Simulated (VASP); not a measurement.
# I (Fd-3m) in VASP: a series of runs

Runs on I. Level: PBE. Tasks: single point.

Everything below comes from runs of VASP 6.6.1. Logs are shortened: lines on timing, memory, paths and dates and some standing lists are left out, and cuts for length are marked.

**1. The cell of the first run**

The structure is cubic, space group Fd-3m (No. 227). The conventional cell has a = 7.189 Å, b = 7.189 Å, c = 7.189 Å, α = 90.00°, β = 90.00°, γ = 90.00°. I (site symmetry -43m) has 4 I at 3.11 Å within 4.1 Å.

**2. Single point, PBE (volume scaled by 0.76)**

Contents of INCAR:

```
SYSTEM = I
PREC = Accurate
ENCUT = 520
EDIFF = 1E-6
ISMEAR = -1
SIGMA = 0.1
LREAL = .FALSE.
LASPH = .TRUE.
NELM = 60
ALGO = Normal
ISIF = 2
LWAVE = .FALSE.
LCHARG = .TRUE.
GGA = PE
LELF = .TRUE.
LVHAR = .TRUE.
NBANDS = 14
```

Contents of KPOINTS:

```
Automatic mesh
0
G
  10 10 10
  0 0 0
```

Contents of POSCAR:

```
I
1.0
    0.0000000000      3.5943373632      3.5943373632
    3.5943373632      0.0000000000      3.5943373632
    3.5943373632      3.5943373632      0.0000000000
I
2
Direct
   -0.1250000000     -0.1250000000     -0.1250000000
    0.1250000000      0.1250000000      0.1250000000
```

Potentials or basis: VASP PAW PBE potentials, release 64 (I).

Run with:

```bash
$ cat potpaw_PBE.64/I/POTCAR > POTCAR
$ mpirun -np 1 vasp_std > vasp.out
```

OUTCAR:

```text
SYSTEM = I
   PREC = Accurate
   ENCUT = 520
   EDIFF = 1E-6
   ISMEAR = -1
   LREAL = .FALSE.
   LASPH = .TRUE.
   NELM = 60
   ISIF = 2
   GGA = PE

 ion  position               nearest neighbor table
   1  0.875  0.875  0.875-   2 3.11   2 3.11   2 3.11   2 3.11
   2  0.125  0.125  0.125-   1 3.11   1 3.11   1 3.11   1 3.11

  LATTYP: Found a face centered cubic cell.
 ALAT       =     7.1886747264

  Lattice vectors:

 A1 = (   0.0000000000,   3.5943373632,   3.5943373632)
 A2 = (   3.5943373632,   0.0000000000,   3.5943373632)
 A3 = (   3.5943373632,   3.5943373632,   0.0000000000)

Analysis of symmetry for initial positions (statically):
=====================================================================
 Subroutine PRICEL returns:
 Original cell was already a primitive cell.

 Routine SETGRP: Setting up the symmetry group for a
 face centered cubic supercell.

 Subroutine GETGRP returns: Found 48 space group operations
 (whereof 12 operations were pure point group operations)
 out of a pool of 48 trial point group operations.

The static configuration has the point symmetry D_3d.
 The point group associated with its full space group is O_h .

Analysis of symmetry for dynamics (positions and initial velocities):
=====================================================================
 Subroutine PRICEL returns:
 Original cell was already a primitive cell.

 Routine SETGRP: Setting up the symmetry group for a
 face centered cubic supercell.

 Subroutine GETGRP returns: Found 48 space group operations
 (whereof 12 operations were pure point group operations)
 out of a pool of 48 trial point group operations.

The dynamic configuration has the point symmetry D_3d.
 The point group associated with its full space group is O_h .

 Subroutine INISYM returns: Found 48 space group operations
 (whereof 12 operations are pure point group operations),
 and found     1 'primitive' translations

----------------------------------------------------------------------------------------

                                     Primitive cell

  volume of cell :      92.8724

  direct lattice vectors                    reciprocal lattice vectors
     0.000000000  3.594337363  3.594337363    -0.139107699  0.139107699  0.139107699
     3.594337363  0.000000000  3.594337363     0.139107699 -0.139107699  0.139107699
     3.594337363  3.594337363  0.000000000     0.139107699  0.139107699 -0.139107699

  length of vectors
     5.083160647  5.083160647  5.083160647     0.240941602  0.240941602  0.240941602

  position of ions in fractional coordinates (direct lattice)
     0.875000000  0.875000000  0.875000000
     0.125000000  0.125000000  0.125000000

  ion indices of the primitive-cell ions
   primitive index   ion index
                 1           1
                 2           2

----------------------------------------------------------------------------------------

 KPOINTS: Automatic mesh

Automatic generation of k-mesh.
 Grid dimensions read from file:
 generate k-points for:   10   10   10

 Generating k-lattice:

  Cartesian coordinates                     Fractional coordinates (reciprocal lattice)
    -0.013910770  0.013910770  0.013910770     0.100000000  0.000000000  0.000000000
     0.013910770 -0.013910770  0.013910770     0.000000000  0.100000000  0.000000000
     0.013910770  0.013910770 -0.013910770     0.000000000  0.000000000  0.100000000

  Length of vectors
     0.024094160  0.024094160  0.024094160

  Shift w.r.t. Gamma in fractional coordinates (k-lattice)
     0.000000000  0.000000000  0.000000000

 Subroutine IBZKPT returns following result:
 ===========================================

 Found     47 irreducible k-points:

 Following reciprocal coordinates:
            Coordinates               Weight
  0.000000  0.000000  0.000000      1.000000
  0.100000  0.000000  0.000000      8.000000
  0.200000  0.000000  0.000000      8.000000
  0.300000  0.000000  0.000000      8.000000
  0.400000  0.000000  0.000000      8.000000
  0.500000  0.000000  0.000000      4.000000
[... 16 lines left out ...]
  0.300000  0.300000  0.000000      6.000000
  0.400000  0.300000  0.000000     24.000000
 [... further k-points ...]
   k-points           NKPTS =     47   k-points in BZ     NKDIM =     47   number of bands    NBANDS=     14
   number of dos      NEDOS =    301   number of ions     NIONS =      2
   total plane-waves  NPLWV =  64000
   dimension x,y,z NGX =    40 NGY =   40 NGZ =   40
   dimension x,y,z NGXF=    80 NGYF=   80 NGZF=   80
   ions per type =               2
   NGX,Y,Z   is equivalent  to a cutoff of  13.08, 13.08, 13.08 a.u.
   NGXF,Y,Z  is equivalent  to a cutoff of  26.16, 26.16, 26.16 a.u.
 SYSTEM =  I
   PREC   = accura    normal or accurate (medium, high low for compatibility)
   ISTART =      0    job   : 0-new  1-cont  2-samecut
   ICHARG =      2    charge: 1-file 2-atom 10-const
   ISPIN  =      1    spin polarized calculation?
   LNONCOLLINEAR =      F non collinear calculations
   LSORBIT =      F    spin-orbit coupling
   LASPH  =      T    aspherical Exc in radial PAW
   ENCUT  =  520.0 eV  38.22 Ry    6.18 a.u.   9.45  9.45  9.45*2*pi/ulx,y,z
   NELM   =     60;   NELMIN=  2; NELMDL= -5     # of ELM steps
   EDIFF  = 0.1E-05   stopping-criterion for ELM
   LREAL  =      F    real-space projection
   EDIFFG = 0.1E-04   stopping-criterion for IOM
   NSW    =      0    number of steps for IOM
   IBRION =     -1    ionic relax: 0-MD 1-quasi-New 2-CG
   NFREE  =      0    steps in history (QN), initial steepest desc. (CG)
   ISIF   =      2    stress and relaxation
   ISYM   =      2    0-nonsym 1-usesym 2-fastsym
   POTIM  = 0.5000    time-step for ionic-motion
   TEBEG  =    0.0;   TEEND  =   0.0 temperature during run
   PSTRESS=    0.0 pullay stress
   NELECT =      14.0000    total number of electrons
   NUPDOWN=      -1.0000    fix difference up-down
   EMIN   =  10.00;   EMAX   =-10.00  energy-range for DOS
   EFERMI =   0.00;   METHOD = LEGACY
   ISMEAR =    -1;   SIGMA  =   0.10  broadening in eV -4-tet -1-fermi 0-gaus
   EFERMI_NEDOS =   21; number of points for ismear=-14 and -15
   IALGO  =     38    algorithm
   IMIX   =      4    mixing-type and parameters
     AMIX     =   0.40;   BMIX     =  1.00
     AMIX_MAG =   1.60;   BMIX_MAG =  1.00
  volume/ion in A,a.u.               =      46.44       313.37
  Fermi-wavevector in a.u.,A,eV,Ry     =   0.871275  1.646471 10.328461  0.759120
  Thomas-Fermi vector in A             =   1.990360
   LORBIT       =      0    0 simple, 1 ext, 2 COOP (PROOUT), +10 PAW based schemes
   GGA     = PE    functional components
   LHFCALC =     F    Hartree Fock is set to
   AEXX    =    0.0000 exact exchange contribution
   IVDW    =     0    specifies the selected vdW correction
   LEPSILON=     F    determine dielectric tensor
   LRPA    =     F    only Hartree local field effects (RPA)
 non-spin polarized calculation
  energy-cutoff  :      520.00
  volume of cell :       92.87
 maximum number of plane-waves:      2533
 NGX is ok and might be reduce to    40
   NGX = 19   NGY = 19   NGZ = 19

 number of electron      14.0000001 magnetization

 Free energy of the ion-electron system (eV)
  ---------------------------------------------------
  ext. energy  EPLUGINS =         0.00000000
  ---------------------------------------------------
  free energy    TOTEN  =        -1.62839383 eV

  energy without entropy =       -1.52277396  energy(sigma->0) =       -1.57558390

 E-fermi :   2.7810     XC(G=0):  -7.4195

 val. band max:        2.7697761714   @ k =   0.4000   0.3000   0.1000
 cond. band min:       2.8011211508   @ k =  -0.4000   0.3000   0.1000
 fundamental gap:      0.0313449794
 Fermi energy:         2.7810160317

 k-point     1 :       0.0000    0.0000    0.0000
  band No.  band energies     occupation
      1     -11.5398      2.00000
      2      -8.2369      2.00000
      3      -0.8564      2.00000
      4      -0.8564      2.00000
      5      -0.8564      2.00000
      6       1.4085      2.00000
      7       1.4085      2.00000
      8       1.4085      2.00000
      9       6.7798      0.00000
     10       9.0596      0.00000
     11       9.0596      0.00000
     12      10.7010      0.00000
     13      10.7010      0.00000
     14      10.7010      0.00000

 k-point     2 :       0.1000    0.0000    0.0000
  band No.  band energies     occupation
      1     -11.4948      2.00000
      2      -8.3280      2.00000
      3      -0.9174      2.00000
      4      -0.9174      2.00000
      5      -0.8836      2.00000
      6       1.4978      1.99999
      7       1.5016      1.99999
      8       1.5016      1.99999
      9       7.0017      0.00000
     10       8.8913      0.00000
     11       8.8913      0.00000
     12      10.5409      0.00000
     13      11.1006      0.00000
     14      11.1006      0.00000

 k-point     3 :       0.2000    0.0000    0.0000
  band No.  band energies     occupation
      1     -11.3658      2.00000
      2      -8.5734      2.00000
      3      -1.0586      2.00000
      4      -1.0586      2.00000
      5      -0.9727      2.00000
      6       1.7247      1.99995
      7       1.7247      1.99995
      8       1.7863      1.99990
      9       7.5414      0.00000
     10       8.6939      0.00000
     11       8.6939      0.00000
     12      10.3179      0.00000
     13      11.9375      0.00000
     14      11.9375      0.00000
[... 324 lines left out ...]
 k-point    23 :       0.3000    0.3000    0.0000
  band No.  band energies     occupation
      1     -11.0120      2.00000
      2      -9.1468      2.00000
      3      -1.6030      2.00000
      4      -1.6030      2.00000
      5      -0.0706      2.00000
      6       0.8339      2.00000
      7       2.7382      1.21068
      8       2.7382      1.21068
      9       7.4104      0.00000
     10       8.7283      0.00000
     11       9.9687      0.00000
     12      11.5980      0.00000
     13      11.5980      0.00000
     14      11.6984      0.00000

 k-point    24 :       0.4000    0.3000    0.0000
  band No.  band energies     occupation
      1     -10.8152      2.00000
      2      -9.4208      2.00000
      3      -1.7717      2.00000
      4      -1.6959      2.00000
      5       0.0729      2.00000
      6       0.8469      2.00000
      7       2.9545      0.29998
      8       3.0004      0.20063
      9       7.4661      0.00000
     10       8.7280      0.00000
     11      10.2003      0.00000
     12      11.0861      0.00000
     13      11.2584      0.00000
     14      11.8043      0.00000

 [... further k-points ...]
[... 5 lines left out ...]
  --------------------------------------------------------------------------------------
  -------------------------------------------------------------------------------------
  Total        3.2784803      3.2784803      3.2784803      0.0000000     -0.0000000      0.0000000
  in kB       56.5583404     56.5583404     56.5583404      0.0000000     -0.0000000      0.0000000
  external PRESSURE =      56.5583404 kB  Pullay stress =       0.0000000 kB

 VOLUME and BASIS-vectors are now :
 -----------------------------------------------------------------------------
  energy-cutoff  :      520.00
  volume of cell :       92.87
      direct lattice vectors                 reciprocal lattice vectors
     0.000000000  3.594337363  3.594337363    -0.139107699  0.139107699  0.139107699
     3.594337363  0.000000000  3.594337363     0.139107699 -0.139107699  0.139107699
     3.594337363  3.594337363  0.000000000     0.139107699  0.139107699 -0.139107699

 POSITION                                       TOTAL-FORCE (eV/Angst)
 -----------------------------------------------------------------------------------
      6.29009      6.29009      6.29009         0.000000      0.000000      0.000000
      0.89858      0.89858      0.89858        -0.000000     -0.000000     -0.000000
 -----------------------------------------------------------------------------------
    total drift:                                0.000000      0.000000     -0.000000

  FREE ENERGIE OF THE ION-ELECTRON SYSTEM (eV)
  ---------------------------------------------------
  free  energy   TOTEN  =        -1.6283938315 eV

  energy  without entropy=       -1.5227739602  energy(sigma->0) =       -1.57558390
```

Wall time 58 s (1 thread of AMD EPYC 9R45 (Zen 5), shared host); peak memory 0.21 GiB.

Results:

* Free energy: -1.6284 eV
* Pressure: 5.7 GPa
* Band gap on the k mesh: zero (band 7 reaches 3.41 eV, above the bottom of band 8 at 1.41 eV)

Levels at points of the mesh, in eV from the Fermi level:
| k point | band 3 | band 4 | band 5 | band 6 | band 7 | band 8 | band 9 | band 10 | band 11 | band 12 |
| --- | --- | --- | --- | --- | --- | --- | --- | --- | --- | --- |
| (0.00, 0.00, 0.00) | -3.64 | -3.64 | -3.64 | -1.37 | -1.37 | -1.37 | 4.00 | 6.28 | 6.28 | 7.92 |
| (0.50, 0.00, 0.00) | -4.13 | -4.13 | -4.04 | -0.57 | -0.57 | 0.13 | 5.82 | 6.01 | 6.53 | 6.53 |
| (0.50, 0.50, 0.00) | -4.65 | -4.65 | -2.33 | -2.33 | 0.62 | 0.62 | 5.20 | 5.20 | 7.83 | 7.83 |

Caveat: spin-orbit coupling is left out, which moves the levels of the heavy elements.

**3. Single point, PBE (volume scaled by 0.84)**

Contents of INCAR:

```
SYSTEM = I
ALGO = Normal
EDIFF = 1E-6
ENCUT = 520
GGA = PE
ISIF = 2
ISMEAR = -1
LASPH = .True.
LCHARG = .False.
LREAL = .False.
LWAVE = .False.
NBANDS = 14
NELM = 100
PREC = Accurate
SIGMA = 0.1
```

Contents of KPOINTS:

```
k-points
0
Gamma
  10 10 10
  0 0 0
```

Contents of POSCAR:

```
I
1.0
    0.0000000000      3.7162712195      3.7162712195
    3.7162712195      0.0000000000      3.7162712195
    3.7162712195      3.7162712195      0.0000000000
I
2
Direct
   -0.1250000000     -0.1250000000     -0.1250000000
    0.1250000000      0.1250000000      0.1250000000
```

Potentials or basis: VASP PAW PBE potentials, release 64 (I).

Run with:

```bash
$ cat potpaw_PBE.64/I/POTCAR > POTCAR
$ mpirun -np 1 vasp_std > vasp.out
```

It took 50 s on 1 thread of AMD EPYC 9R45 (Zen 5), shared host; peak memory 0.22 GiB.

The run converged. Its results:

* Free energy: -1.8795 eV
* Pressure: 2.8 GPa
* Band gap on the k mesh: zero (band 7 reaches 2.27 eV, above the bottom of band 8 at 0.63 eV)

Levels at points of the mesh, in eV from the Fermi level:
```csv
k point,band 4,band 5,band 6,band 7,band 8,band 9,band 10,band 11
"(0.00, 0.00, 0.00)",-3.18,-3.18,-1.14,-1.14,-1.14,4.19,6.55,6.55
"(0.50, 0.00, 0.00)",-3.61,-3.56,-0.45,-0.45,0.00,6.00,6.20,6.71
"(0.50, 0.50, 0.00)",-4.06,-2.06,-2.06,0.51,0.51,5.41,5.41,7.98
```

Caveat: spin-orbit coupling is left out, which moves the levels of the heavy elements.
